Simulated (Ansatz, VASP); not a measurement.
Given: the input of a run of VASP 6.6.1 on ZnCu.

The input INCAR:

```
ALGO     = Normal         # electronic algorithm
EDIFF    = 1E-6           # SCF threshold, eV
ENCUT    = 820            # plane-wave cutoff, eV
GGA_COMPAT= False        
ISIF     = 2              # what is computed and relaxed
ISMEAR   = -1             # smearing method
LASPH    = True           # aspherical terms in the spheres
LCHARG   = False          # write CHGCAR
LREAL    = False          # projectors in reciprocal space
LWAVE    = False          # write WAVECAR
NBANDS   = 22             # bands
NELM     = 120            # most SCF steps
PREC     = Accurate       # precision mode
SIGMA    = 0.05           # smearing width, eV
```

KPOINTS

```
k-points
0
Gamma
  9 9 9
```

Contents of POSCAR:

```
ZnCu
1.0
    2.9051978236      0.0000000000      0.0000000000
    0.0000000000      2.9051978236      0.0000000000
    0.0000000000      0.0000000000      2.9051978236
Zn Cu
1 1
Direct
    0.5000000000      0.5000000000      0.5000000000
    0.0000000000      0.0000000000      0.0000000000
```

Potentials or basis: VASP PAW LDA potentials, release 64 (Zn, Cu_sv_GW).

The run is started by

```console
$ cat potpaw_LDA.64/Zn/POTCAR potpaw_LDA.64/Cu_sv_GW/POTCAR > POTCAR
$ mpirun -np 1 vasp_std > vasp.out
```

Set up the same calculation for Ansatz 0.2.0. Potentials there: Ansatz PAW.

As run (the cutoff follows the program's own potentials):

The input input.yaml:

```yaml
crystal:
  lattice:
    - [2.9051978236, 0.0, 0.0]
    - [0.0, 2.9051978236, 0.0]
    - [0.0, 0.0, 2.9051978236]
  atoms:
    - { symbol: Zn, position: [0.5, 0.5, 0.5] }
    - { symbol: Cu, position: [0.0, 0.0, 0.0] }
hamiltonian:
  xc: lda
  pseudopotentials: { kind: paw }
kpoints:
  mp_grid: { grid: [9, 9, 9] }
scf:
  occupations: { method: fermi_dirac, width: 0.05 }
output:
  forces: true
  stress: true
  eigenvalues: true
```

Potentials or basis: Ansatz PAW.

The run is started by

```console
$ ansatz run input.yaml --threads 2 --pin off --max-ram 5632MiB --backend cpu --events-out ev --progress --plain --runs-dir out
```

Both were run:

|  | VASP | Ansatz | Ansatz less VASP |
| --- | --- | --- | --- |
| gap on the k mesh at the Fermi level (eV) | none | none | - |
| pressure (GPa) | -5.3 | -4.9 | +0.42 |

LDA's correlation is that of Perdew and Zunger in VASP and of Perdew and Wang (1992) in Ansatz. A gap of «none» marks a metal or a gap that the smearing closes.
